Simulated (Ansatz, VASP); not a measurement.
**One calculation of MgS, two programs**

```
Mg S
1.0
     0.00000    5.20330    5.20330
     5.20330    0.00000    5.20330
     5.20330    5.20330    0.00000
Mg S
8 8
Cartesian
  0.0000 0.0000 0.0000
  2.6016 2.6016 0.0000
  2.6016 0.0000 2.6016
  5.2033 2.6016 2.6016
  0.0000 2.6016 2.6016
  2.6016 5.2033 2.6016
  2.6016 2.6016 5.2033
  5.2033 5.2033 5.2033
  2.6016 2.6016 2.6016
  5.2033 5.2033 2.6016
  5.2033 2.6016 5.2033
  7.8049 5.2033 5.2033
  2.6016 5.2033 5.2033
  5.2033 7.8049 5.2033
  5.2033 5.2033 7.8049
  7.8049 7.8049 7.8049
```

Alike in both runs: task single point; functional PBE; k mesh 2 × 2 × 2; occupations fermi-dirac, width 0.05 eV; no spin polarisation.

|  | VASP | Ansatz |
| --- | --- | --- |
| version | VASP 6.6.1 | Ansatz 0.2.0 |
| potentials or method | VASP PAW PBE potentials, release 64 (Mg, S) | plane waves, PAW |
| plane-wave cutoff (eV) | 600 | 420 |
| valence electrons in the cell | 64 | 128 |

Ansatz gave:

- gap on the k mesh at the Fermi level (eV): 2.77

Which values does VASP return?

gap on the k mesh at the Fermi level (eV): 2.75.

With one functional, cell and mesh, what is left measures potentials, basis and numerics. VASP's potentials hold 64 valence electrons a cell and Ansatz's 128, so a difference there can come from the potentials and not from the codes.

The k mesh is coarse, so the values compare programs but aren't converged.
